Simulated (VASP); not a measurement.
A run of VASP 6.6.1 is set up as follows.

The input INCAR:

```
SYSTEM = Hf
PREC     = Accurate       ! precision mode
ENCUT    = 500            ! plane-wave cutoff, eV
EDIFF    = 1E-7           ! SCF threshold, eV
ISMEAR   = -1             ! smearing method
SIGMA    = 0.05           ! smearing width, eV
LREAL    = .False.        ! projectors in reciprocal space
LASPH    = .True.         ! aspherical terms in the spheres
NELM     = 120            ! most SCF steps
ALGO     = Normal         ! electronic algorithm
ISIF     = 3              ! what is computed and relaxed
LWAVE    = .False.        ! write WAVECAR
LCHARG   = .False.        ! write CHGCAR
IBRION   = 2              ! ionic algorithm
NSW      = 80             ! ionic steps
EDIFFG   = -0.02          ! ionic threshold
GGA_COMPAT= .False.      
NELMIN   = 4
```

The input KPOINTS:

```
Automatic mesh
0
Gamma
  10 10 5
  0 0 0
```

Contents of POSCAR:

```
Hf
1.0
    3.1967000000      0.0000000000      0.0000000000
   -1.5983500000      2.7684234083      0.0000000000
    0.0000000000      0.0000000000      5.0578000000
Hf
2
Direct
    0.6666666667      0.3333333333      0.7500000000
    0.3333333333      0.6666666667      0.2500000000
```

Potentials or basis: VASP PAW LDA potentials, release 64 (Hf_pv).

Launch:

```bash
$ cat potpaw_LDA.64/Hf_pv/POTCAR > POTCAR
$ mpirun -np 1 vasp_std > vasp.out
```

(1) Estimate the relaxed cell.

(2) Predict the band gap on the k mesh.

(3) What does it give for the relaxed volume?

Results:

(1) a = 3.122 Å, b = 3.122 Å, c = 4.932 Å, α = 90.00°, β = 90.00°, γ = 120.00°.

(2) zero (band 10 reaches 6.43 eV, above the bottom of band 11 at 4.96 eV).

(3) 20.81 Å³/atom.

Caveat: spin-orbit coupling is left out, which moves the levels of the heavy elements.
